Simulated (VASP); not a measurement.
# GeSbTe3: relaxation of cell and atoms with PBE

GeSbTe3:

```xyz
5
Lattice="4.9316 0.0000 0.0000 -2.4658 4.2709 0.0000 0.0000 0.0000 9.1570" Properties=species:S:1:pos:R:3 pbc="T T T"
Ge    2.4658    1.4236    0.0000
Sb    0.0000    2.8473    4.5785
Te    0.0000    0.0000    7.7654
Te    0.0000    0.0000    1.3917
Te    2.4658    1.4236    4.5785
```

The cell was built from a structure type or drawn by symmetry, and may not be a known phase.

```
Program                : VASP 6.6.1
Task                   : relaxation of cell and atoms
Functional             : PBE
Potentials or basis    : VASP PAW PBE potentials, release 64 (Ge_d, Sb, Te)
Cutoff                 : 600 eV
k mesh                 : 12 × 12 × 4
Occupations            : gaussian, width 0.1 eV
Spin                   : no spin polarisation
Dipole correction      : no
Further INCAR settings : ALGO = Normal; EDIFF = 1e-06; IBRION = 2; EDIFFG = -0.01; NSW = 100; ISIF = 3
```

```json
{"Relaxed volume": "38.58 Å³/atom", "Relaxed cell": "a = 4.932 Å, b = 4.932 Å, c = 9.159 Å, α = 90.00°, β = 90.00°, γ = 120.00°", "Space group after relaxing (to 0.1 Å)": "P-6m2 (No. 187)", "Energy gained by relaxing": "0.0 meV/atom", "Ionic steps": "2", "Pressure after relaxing": "0.0 GPa", "Band gap on the k mesh": "zero (an odd number of electrons rules out a gap without spin polarisation)"}
```

Forces in eV/Å, atoms in the order of the input:
```
Ge   0.000  0.000  0.000
Sb   0.000  0.000  0.000
Te   0.000  0.000  0.002
Te   0.000  0.000 -0.002
Te   0.000  0.000  0.000
```

Final structure:
```cif
data_structure
_symmetry_space_group_name_H-M 'P 1'
_symmetry_Int_Tables_number 1
_cell_length_a 4.9315
_cell_length_b 4.9315
_cell_length_c 9.1594
_cell_angle_alpha 90.000
_cell_angle_beta 90.000
_cell_angle_gamma 120.000
_cell_volume 192.91
loop_
_atom_site_label
_atom_site_type_symbol
_atom_site_fract_x
_atom_site_fract_y
_atom_site_fract_z
_atom_site_occupancy
Ge1 Ge 0.66667 0.33333 0.00000 1
Sb1 Sb 0.33333 0.66667 0.50000 1
Te1 Te 0.00000 0.00000 0.84791 1
Te2 Te 0.00000 0.00000 0.15209 1
Te3 Te 0.66667 0.33333 0.50000 1
```

Levels at points of the mesh, in eV from the Fermi level:
| k point | band 16 | band 17 | band 18 | band 19 | band 20 | band 21 |
| --- | --- | --- | --- | --- | --- | --- |
| (0.00, 0.00, 0.00) | -2.73 | -0.40 | -0.40 | 0.28 | 0.48 | 0.48 |
| (0.50, 0.00, 0.00) | -1.79 | -1.33 | -0.75 | -0.70 | 1.24 | 1.89 |
| (0.00, 0.00, 0.50) | -1.91 | -0.58 | -0.58 | 0.24 | 0.85 | 0.85 |
| (0.50, 0.00, 0.50) | -2.33 | -1.63 | -0.63 | -0.21 | 1.53 | 2.18 |

Wall time 3.3 min on 1 thread of Intel(R) Xeon(R) 6975P-C (Granite Rapids), with other jobs on the host, peak memory 0.6 GiB.

Caveat: spin-orbit coupling is left out, which moves the levels of the heavy elements; this functional lacks dispersion, which binds the layers, so the pressure and a relaxed spacing across them are unreliable.
